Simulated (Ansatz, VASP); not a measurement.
## As in VASP and in Ansatz

```
As
1.0
     0.00000    3.85859    3.85859
     3.85859    0.00000    3.85859
     3.85859    3.85859    0.00000
As
4
Direct
  0.12500 0.12500 0.12500
  0.12500 0.12500 0.62500
  0.12500 0.62500 0.12500
  0.62500 0.12500 0.12500
```

Alike in both runs: functional PBE; k mesh 10 × 10 × 10; occupations gaussian, width 0.1 eV; no spin polarisation.

Ansatz relaxed the structure, and its values are those at the end. VASP's run is a single point on that final structure, the one shown.

|  | VASP | Ansatz |
| --- | --- | --- |
| version | VASP 6.6.1 | Ansatz 0.2.0 |
| potentials or method | VASP PAW PBE potentials, release 64 (As), cutoff 520 eV | scalar-relativistic, plane waves, PAW |
| valence electrons in the cell | 20 | 60 |

|  | VASP | Ansatz | Ansatz less VASP |
| --- | --- | --- | --- |
| gap on the k mesh at the Fermi level (eV) | none | none | - |
| pressure (GPa) | 0.1 | 0.0 | -0.11 |

A gap of «none» marks a metal or a gap that the smearing closes. VASP's potentials hold 20 valence electrons a cell and Ansatz's 60, so a difference there can come from the potentials and not from the codes.
